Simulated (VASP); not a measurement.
# MoS2 in VASP: notebook

Runs on MoS2. Level: LDA. Tasks: single point.

Program: VASP 6.6.1. These are calculated values, not measurements. Logs are shortened: lines on timing, memory, paths and dates and some standing lists are left out, and cuts for length are marked.

### Step 1. The cell of the first run

The cell holds a slab with vacuum, 3 atoms: a = 3.184 Å, b = 3.184 Å, c = 17.335 Å, α = 90.00°, β = 90.00°, γ = 120.00°.

### Step 2. Single point, LDA

Contents of INCAR:

```
ALGO = Normal
EDIFF = 1E-6
ENCUT = 500
GGA = CA
GGA_COMPAT = F
ISIF = 2
ISMEAR = 0
LASPH = T
LCHARG = T
LELF = T
LREAL = F
LVHAR = T
LWAVE = F
NBANDS = 20
NELM = 120
PREC = Accurate
SIGMA = 0.1
```

Contents of KPOINTS:

```
k-points
0
Gamma
  8 8 2
```

Contents of POSCAR:

```
MoS2
1.0
    3.1841260800      0.0000000000      0.0000000000
   -1.5920630400      2.7575340800      0.0000000000
    0.0000000000      0.0000000000     17.3345999500
Mo S
1 2
Direct
    0.0000000000      0.0000000000      0.0000000000
    0.3333333333      0.6666666667      0.0894929800
    0.3333333333      0.6666666667      0.9105070200
```

Potentials or basis: VASP PAW LDA potentials, release 64 (Mo_sv, S).

Started as:

```bash
> cat potpaw_LDA.64/Mo_sv/POTCAR potpaw_LDA.64/S/POTCAR > POTCAR
> mpirun -np 1 vasp_std > vasp.out
```

OUTCAR:

```text
EDIFF = 1E-6
   ENCUT = 500
   GGA = CA
   ISIF = 2
   ISMEAR = 0
   LASPH = T
   LREAL = F
   NELM = 120
   PREC = Accurate

 ion  position               nearest neighbor table
   1  0.000  0.000  0.000-   2 2.41   3 2.41   2 2.41   3 2.41   2 2.41   3 2.41
   2  0.333  0.667  0.089-   1 2.41   1 2.41   1 2.41
   3  0.333  0.667  0.911-   1 2.41   1 2.41   1 2.41

  LATTYP: Found a hexagonal cell.
 ALAT       =     3.1841260800
 C/A-ratio  =     5.4440683297

  Lattice vectors:

 A1 = (   3.1841260800,   0.0000000000,   0.0000000000)
 A2 = (  -1.5920630400,   2.7575340800,   0.0000000000)
 A3 = (   0.0000000000,   0.0000000000,  17.3345999500)

Analysis of symmetry for initial positions (statically):
=====================================================================
 Subroutine PRICEL returns:
 Original cell was already a primitive cell.

 Routine SETGRP: Setting up the symmetry group for a
 hexagonal supercell.

 Subroutine GETGRP returns: Found 12 space group operations
 (whereof 12 operations were pure point group operations)
 out of a pool of 24 trial point group operations.

The static configuration has the point symmetry D_3h.

Analysis of symmetry for dynamics (positions and initial velocities):
=====================================================================
 Subroutine PRICEL returns:
 Original cell was already a primitive cell.

 Routine SETGRP: Setting up the symmetry group for a
 hexagonal supercell.

 Subroutine GETGRP returns: Found 12 space group operations
 (whereof 12 operations were pure point group operations)
 out of a pool of 24 trial point group operations.

The dynamic configuration has the point symmetry D_3h.

 Subroutine INISYM returns: Found 12 space group operations
 (whereof 12 operations are pure point group operations),
 and found     1 'primitive' translations

----------------------------------------------------------------------------------------

                                     Primitive cell

  volume of cell :     152.2036

  direct lattice vectors                    reciprocal lattice vectors
     3.184126080  0.000000000  0.000000000     0.314057916  0.181321422  0.000000000
    -1.592063040  2.757534080  0.000000000     0.000000000  0.362642844  0.000000000
     0.000000000  0.000000000 17.334599950     0.000000000  0.000000000  0.057688092

  length of vectors
     3.184126080  3.184126085 17.334599950     0.362642844  0.362642844  0.057688092

  position of ions in fractional coordinates (direct lattice)
     0.000000000  0.000000000  0.000000000
     0.333333333  0.666666667  0.089492980
     0.333333333  0.666666667  0.910507020

  ion indices of the primitive-cell ions
   primitive index   ion index
                 1           1
                 2           2
                 3           3

----------------------------------------------------------------------------------------

 KPOINTS: k-points

Automatic generation of k-mesh.
 Grid dimensions read from file:
 generate k-points for:    8    8    2

 Generating k-lattice:

  Cartesian coordinates                     Fractional coordinates (reciprocal lattice)
     0.039257239  0.022665178  0.000000000     0.125000000 -0.000000000  0.000000000
     0.000000000  0.045330355  0.000000000     0.000000000  0.125000000  0.000000000
     0.000000000  0.000000000  0.028844046     0.000000000  0.000000000  0.500000000

  Length of vectors
     0.045330356  0.045330355  0.028844046

  Shift w.r.t. Gamma in fractional coordinates (k-lattice)
     0.000000000  0.000000000  0.000000000

 Subroutine IBZKPT returns following result:
 ===========================================

 Found     20 irreducible k-points:

 Following reciprocal coordinates:
            Coordinates               Weight
  0.000000  0.000000  0.000000      1.000000
  0.125000  0.000000  0.000000      6.000000
  0.250000  0.000000  0.000000      6.000000
  0.375000 -0.000000  0.000000      6.000000
  0.500000  0.000000  0.000000      3.000000
  0.125000  0.125000  0.000000      6.000000
[... 12 lines left out ...]
  0.250000  0.250000  0.500000      6.000000
  0.375000  0.250000  0.500000      6.000000
   k-points           NKPTS =     20   k-points in BZ     NKDIM =     20   number of bands    NBANDS=     20
   number of dos      NEDOS =    301   number of ions     NIONS =      3
   total plane-waves  NPLWV =  72576
   dimension x,y,z NGX =    24 NGY =   24 NGZ =  126
   dimension x,y,z NGXF=    48 NGYF=   48 NGZF=  252
   ions per type =               1   2
   NGX,Y,Z   is equivalent  to a cutoff of  12.53, 12.53, 12.08 a.u.
   NGXF,Y,Z  is equivalent  to a cutoff of  25.06, 25.06, 24.17 a.u.
 SYSTEM =  unknown system
   PREC   = accura    normal or accurate (medium, high low for compatibility)
   ISTART =      0    job   : 0-new  1-cont  2-samecut
   ICHARG =      2    charge: 1-file 2-atom 10-const
   ISPIN  =      1    spin polarized calculation?
   LNONCOLLINEAR =      F non collinear calculations
   LSORBIT =      F    spin-orbit coupling
   LASPH  =      T    aspherical Exc in radial PAW
   ENCUT  =  500.0 eV  36.75 Ry    6.06 a.u.   5.81  5.81 31.60*2*pi/ulx,y,z
   NELM   =    120;   NELMIN=  2; NELMDL= -5     # of ELM steps
   EDIFF  = 0.1E-05   stopping-criterion for ELM
   LREAL  =      F    real-space projection
   EDIFFG = 0.1E-04   stopping-criterion for IOM
   NSW    =      0    number of steps for IOM
   IBRION =     -1    ionic relax: 0-MD 1-quasi-New 2-CG
   NFREE  =      0    steps in history (QN), initial steepest desc. (CG)
   ISIF   =      2    stress and relaxation
   ISYM   =      2    0-nonsym 1-usesym 2-fastsym
   POTIM  = 0.5000    time-step for ionic-motion
   TEBEG  =    0.0;   TEEND  =   0.0 temperature during run
   PSTRESS=    0.0 pullay stress
   NELECT =      26.0000    total number of electrons
   NUPDOWN=      -1.0000    fix difference up-down
   EMIN   =  10.00;   EMAX   =-10.00  energy-range for DOS
   EFERMI =   0.00;   METHOD = LEGACY
   ISMEAR =     0;   SIGMA  =   0.10  broadening in eV -4-tet -1-fermi 0-gaus
   EFERMI_NEDOS =   21; number of points for ismear=-14 and -15
   IALGO  =     38    algorithm
   IMIX   =      4    mixing-type and parameters
     AMIX     =   0.40;   BMIX     =  1.00
     AMIX_MAG =   1.60;   BMIX_MAG =  1.00
  volume/ion in A,a.u.               =      50.73       342.37
  Fermi-wavevector in a.u.,A,eV,Ry     =   0.908359  1.716550 11.226391  0.825116
  Thomas-Fermi vector in A             =   2.032276
   LORBIT       =      0    0 simple, 1 ext, 2 COOP (PROOUT), +10 PAW based schemes
   GGA     = CA    functional components
   LHFCALC =     F    Hartree Fock is set to
   AEXX    =    0.0000 exact exchange contribution
   IVDW    =     0    specifies the selected vdW correction
   LEPSILON=     F    determine dielectric tensor
   LRPA    =     F    only Hartree local field effects (RPA)
 non-spin polarized calculation
 Gauss-broadening in eV      SIGMA  =   0.10
  energy-cutoff  :      500.00
  volume of cell :      152.20
 maximum number of plane-waves:      3888
 NGX is ok and might be reduce to    24
   NGX = 11   NGY = 11   NGZ = 63

 number of electron      25.9999998 magnetization

 Free energy of the ion-electron system (eV)
  ---------------------------------------------------
  ext. energy  EPLUGINS =         0.00000000
  ---------------------------------------------------
  free energy    TOTEN  =       -24.32230749 eV

  energy without entropy =      -24.32230749  energy(sigma->0) =      -24.32230749

 E-fermi :  -1.0674     XC(G=0):  -4.4956

 val. band max:       -1.6151637632   @ k =   0.0000   0.0000   0.0000
 cond. band min:       0.1669880413   @ k =   0.3750   0.2500   0.5000
 fundamental gap:      1.7821518045
 Fermi energy:        -1.0673905318

 k-point     1 :       0.0000    0.0000    0.0000
  band No.  band energies     occupation
      1     -62.1441      2.00000
      2     -36.4886      2.00000
      3     -36.2712      2.00000
      4     -36.2712      2.00000
      5     -15.6727      2.00000
      6     -14.3165      2.00000
[... 12 lines left out ...]
     19       4.2589      0.00000
     20       4.5500      0.00000

 k-point     2 :       0.1250    0.0000    0.0000
  band No.  band energies     occupation
      1     -62.1385      2.00000
      2     -36.4775      2.00000
      3     -36.3282      2.00000
      4     -36.2842      2.00000
      5     -15.4433      2.00000
      6     -14.2255      2.00000
[... 12 lines left out ...]
     19       4.5541      0.00000
     20       5.3454      0.00000

 k-point     3 :       0.2500    0.0000    0.0000
  band No.  band energies     occupation
      1     -62.1249      2.00000
      2     -36.4637      2.00000
      3     -36.4505      2.00000
      4     -36.3153      2.00000
      5     -14.8388      2.00000
      6     -13.9874      2.00000
[... 12 lines left out ...]
     19       5.3514      0.00000
     20       6.2506      0.00000

 k-point     4 :       0.3750   -0.0000    0.0000
  band No.  band energies     occupation
      1     -62.1112      2.00000
      2     -36.5964      2.00000
      3     -36.4234      2.00000
      4     -36.3463      2.00000
      5     -14.1272      2.00000
      6     -13.7158      2.00000
[... 12 lines left out ...]
     19       6.0601      0.00000
     20       6.1127      0.00000

 k-point     5 :       0.5000    0.0000    0.0000
  band No.  band energies     occupation
      1     -62.1055      2.00000
      2     -36.6506      2.00000
      3     -36.4121      2.00000
      4     -36.3590      2.00000
      5     -13.7823      2.00000
      6     -13.5903      2.00000
[... 12 lines left out ...]
     19       6.2101      0.00000
     20       6.5779      0.00000
[... 261 lines left out ...]
      6     -13.7946      2.00000
[... 12 lines left out ...]
     19       5.9807      0.00000
     20       6.7423      0.00000

 k-point    18 :       0.3750    0.1250    0.5000
  band No.  band energies     occupation
      1     -62.1055      2.00000
      2     -36.6213      2.00000
      3     -36.4121      2.00000
      4     -36.3896      2.00000
      5     -13.7961      2.00000
      6     -13.5784      2.00000
[... 12 lines left out ...]
     19       6.8904      0.00000
     20       6.9625      0.00000

 k-point    19 :       0.2500    0.2500    0.5000
  band No.  band energies     occupation
      1     -62.1055      2.00000
      2     -36.5809      2.00000
      3     -36.4313      2.00000
      4     -36.4122      2.00000
      5     -13.8096      2.00000
      6     -13.5664      2.00000
[... 12 lines left out ...]
     19       6.7241      0.00000
     20       7.0170      0.00000

 k-point    20 :       0.3750    0.2500    0.5000
  band No.  band energies     occupation
      1     -62.1015      2.00000
      2     -36.5856      2.00000
      3     -36.4749      2.00000
      4     -36.4042      2.00000
      5     -13.5610      2.00000
      6     -13.4578      2.00000
[... 12 lines left out ...]
     19       6.5150      0.00000
     20       7.7002      0.00000

------------------------ aborting loop because EDIFF is reached ----------------------------------------

  FORCE on cell =-STRESS in cart. coord.  units (eV):
  Direction    XX          YY          ZZ          XY          YZ          ZX
  --------------------------------------------------------------------------------------
  -------------------------------------------------------------------------------------
  Total       -2.2461107     -2.2461107     -1.1971478      0.0000000      0.0000000     -0.0000000
  in kB      -23.6437723    -23.6437724    -12.6018237      0.0000000      0.0000000     -0.0000000
  external PRESSURE =     -19.9631228 kB  Pullay stress =       0.0000000 kB

 VOLUME and BASIS-vectors are now :
 -----------------------------------------------------------------------------
  energy-cutoff  :      500.00
  volume of cell :      152.20
      direct lattice vectors                 reciprocal lattice vectors
     3.184126080  0.000000000  0.000000000     0.314057916  0.181321422  0.000000000
    -1.592063040  2.757534080  0.000000000     0.000000000  0.362642844  0.000000000
     0.000000000  0.000000000 17.334599950     0.000000000  0.000000000  0.057688092

 POSITION                                       TOTAL-FORCE (eV/Angst)
 -----------------------------------------------------------------------------------
      0.00000      0.00000      0.00000        -0.000000      0.000000      0.000000
     -0.00000      1.83836      1.55133         0.000000      0.000000     -0.377133
     -0.00000      1.83836     15.78327         0.000000     -0.000000      0.377133
 -----------------------------------------------------------------------------------
    total drift:                                0.000000      0.000000     -0.000000

  FREE ENERGIE OF THE ION-ELECTRON SYSTEM (eV)
  ---------------------------------------------------
  free  energy   TOTEN  =       -24.3223074874 eV

  energy  without entropy=      -24.3223074874  energy(sigma->0) =      -24.32230749
```

Wall time 72 s (1 thread of Intel Xeon 8259CL, shared host); peak memory 0.2 GiB.

Results:

```
Free energy            : -24.3223 eV
Largest force          : 0.377 eV/Å
Band gap on the k mesh : 1.78 eV (least direct gap 1.98 eV)
```

Forces on the atoms (eV/Å):
```
Mo   0.000  0.000  0.000
S    0.000  0.000 -0.377
S    0.000  0.000  0.377
```

Levels at points of the mesh, in eV from the valence-band top:
```csv
k point,band 10,band 11,band 12,band 13,band 14,band 15,band 16,band 17
"(0.00, 0.00, 0.00)",-1.76,-1.57,-1.57,0.00,2.74,2.74,3.03,3.03
"(0.50, 0.00, 0.00)",-3.23,-1.84,-1.01,-0.65,2.19,2.72,3.83,4.33
"(0.00, 0.00, 0.50)",-1.76,-1.57,-1.57,0.00,2.74,2.74,3.03,3.03
"(0.50, 0.00, 0.50)",-3.23,-1.84,-1.01,-0.65,2.19,2.72,3.83,4.33
```

Caveat: there is no dipole correction, which matters where the two faces differ.

### Step 3. Single point, LDA

Contents of INCAR:

```
SYSTEM = MoS2
  PREC = Accurate
  ENCUT = 500
  EDIFF = 1E-6
  ISMEAR = 0
  SIGMA = 0.1
  LREAL = .FALSE.
  LASPH = .TRUE.
  NELM = 120
  ALGO = Normal
  ISIF = 2
  LWAVE = .FALSE.
  LCHARG = .FALSE.
  GGA = CA
  NBANDS = 20
  GGA_COMPAT = .FALSE.
```

Contents of KPOINTS:

```
Automatic mesh
0
G
  8 8 2
  0 0 0
```

POSCAR is that of step 2.

Potentials or basis: VASP PAW LDA potentials, release 64 (Mo_sv, S).

Started as:

```bash
> cat potpaw_LDA.64/Mo_sv/POTCAR potpaw_LDA.64/S/POTCAR > POTCAR
> mpirun -np 1 vasp_std > vasp.out
```

Wall time 70 s (1 thread of Intel Xeon 8259CL, shared host); peak memory 0.2 GiB.

It converged, with:

```yaml
Free_energy: -24.3223 eV
Largest_force: 0.377 eV/Å
Band_gap_on_the_k_mesh: 1.78 eV (least direct gap 1.98 eV)
```

Forces on the atoms (eV/Å):
```
Mo   0.000  0.000  0.000
S    0.000  0.000 -0.377
S    0.000  0.000  0.377
```

Levels at points of the mesh, in eV from the valence-band top:
| k point | band 9 | band 10 | band 11 | band 12 | band 13 | band 14 | band 15 | band 16 | band 17 | band 18 |
| --- | --- | --- | --- | --- | --- | --- | --- | --- | --- | --- |
| (0.00, 0.00, 0.00) | -2.70 | -1.76 | -1.57 | -1.57 | 0.00 | 2.74 | 2.74 | 3.03 | 3.03 | 5.49 |
| (0.50, 0.00, 0.00) | -4.09 | -3.23 | -1.84 | -1.01 | -0.65 | 2.19 | 2.72 | 3.83 | 4.33 | 6.05 |
| (0.00, 0.00, 0.50) | -2.70 | -1.76 | -1.57 | -1.57 | 0.00 | 2.74 | 2.74 | 3.03 | 3.03 | 5.56 |
| (0.50, 0.00, 0.50) | -4.09 | -3.23 | -1.84 | -1.01 | -0.65 | 2.19 | 2.72 | 3.83 | 4.33 | 6.05 |

Caveat: there is no dipole correction, which matters where the two faces differ.

(Continued in part 2 of 2.)
